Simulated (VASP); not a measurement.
A run of VASP 6.6.1 is set up as follows.

File INCAR:

```
SYSTEM = C
  ALGO = Normal
  DIPOL = 0.5 0.5 0.345
  EDIFF = 1E-6
  ENCUT = 520
  GGA = PE
  IDIPOL = 3
  ISIF = 2
  ISMEAR = 0
  IVDW = 12
  LASPH = .TRUE.
  LCHARG = .FALSE.
  LDIPOL = .TRUE.
  LREAL = .FALSE.
  LWAVE = .FALSE.
  NBANDS = 16
  NELM = 100
  PREC = Accurate
  SIGMA = 0.1
```

File KPOINTS:

```
k-points
0
G
  15 15 1
  0 0 0
```

File POSCAR:

```
C
1.0
    2.4657189590      0.0000000000      0.0000000000
   -1.2328594795      2.1353752571      0.0000000000
    0.0000000000      0.0000000000     17.5000000000
C
4
Direct
    0.3333333333      0.6666666667      0.2571428571
    0.6666666667      0.3333333333      0.2571428571
    0.6666666667      0.8333333333      0.4320000000
    0.3333333333      1.1666666667      0.4320000000
```

Potentials or basis: VASP PAW PBE potentials, release 64 (C).

Run with:

```sh
$ cat potpaw_PBE.64/C/POTCAR > POTCAR
$ mpirun -np 1 vasp_std > vasp.out
```

Predict the dispersion energy per atom.

-0.127 eV.

Predict the largest force.

0.113 eV/Å.

Forces in eV/Å, atoms in the order of the input:
```
C    0.003  0.002 -0.113
C   -0.003 -0.002 -0.113
C   -0.003 -0.002  0.113
C    0.003  0.002  0.113
```

Caveat: the cell differs from its parent crystal (layers slid over each other).
